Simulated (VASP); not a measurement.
Input of a VASP 6.6.1 run:

INCAR

```
SYSTEM = InPd
PREC     = Accurate       ! precision mode
ENCUT    = 520            ! plane-wave cutoff, eV
EDIFF    = 1E-7           ! SCF threshold, eV
ISMEAR   = 0              ! smearing method
SIGMA    = 0.15           ! smearing width, eV
LREAL    = .FALSE.        ! projectors in reciprocal space
LASPH    = .TRUE.         ! aspherical terms in the spheres
NELM     = 60             ! most SCF steps
ALGO     = Fast           ! electronic algorithm
ISIF     = 2              ! what is computed and relaxed
LWAVE    = .FALSE.        ! write WAVECAR
LCHARG   = .FALSE.        ! write CHGCAR
GGA      = PS             ! functional
NBANDS   = 18             ! bands
```

The input KPOINTS:

```
Automatic mesh
0
G
  14 14 14
  0 0 0
```

POSCAR

```
InPd
1.0
    3.2844518451      0.0000000000      0.0000000000
    0.0000000000      3.2844518451      0.0000000000
    0.0000000000      0.0000000000      3.1709821748
In Pd
1 1
Direct
   -0.0198696357      0.0000000000      0.0000000000
    0.5214376229      0.5000000000      0.5000000000
```

Potentials or basis: VASP PAW PBE potentials, release 64 (In_d, Pd).

Command:

```console
$ cat potpaw_PBE.64/In_d/POTCAR potpaw_PBE.64/Pd/POTCAR > POTCAR
$ mpirun -np 1 vasp_std > vasp.out
```

(1) Estimate the pressure.

(2) Predict the largest force.

(3) What does it give for the band gap on the k mesh?

Answers

(1) 1.2 GPa.

(2) 0.607 eV/Å.

(3) zero (an odd number of electrons rules out a gap without spin polarisation).

Caveat: the cell differs from its parent crystal (atoms displaced along a vibrational mode, the cell strained); the PAW data sets were made with another functional, which shifts forces and pressure a little; spin-orbit coupling is left out, which moves the levels of the heavy elements.
